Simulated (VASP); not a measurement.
Here is a VASP 6.6.1 calculation.

File INCAR:

```
SYSTEM = TePb
ALGO = Normal
EDIFF = 1E-6
ENCUT = 520
GGA = PE
ISIF = 2
ISMEAR = 0
LASPH = .True.
LCHARG = .False.
LREAL = .False.
LWAVE = .False.
NBANDS = 17
NELM = 80
PREC = Accurate
SIGMA = 0.01
```

KPOINTS

```
k-points
0
Gamma
  5 5 5
  0 0 0
```

The input POSCAR:

```
TePb
1.0
    0.0000000000      3.2093147829      3.2093147829
    3.2093147829      0.0000000000      3.2093147829
    3.2093147829      3.2093147829      0.0000000000
Te Pb
1 1
Direct
    0.5000000000      0.5000000000      0.5000000000
    0.0000000000      0.0000000000      0.0000000000
```

Potentials or basis: VASP PAW PBE potentials, release 64 (Te, Pb_d).

The run is started by

```console
$ cat potpaw_PBE.64/Te/POTCAR potpaw_PBE.64/Pb_d/POTCAR > POTCAR
$ mpirun -np 1 vasp_std > vasp.out
```

**Question.** What does it give for the pressure?

**Answer.** 3.1 GPa.
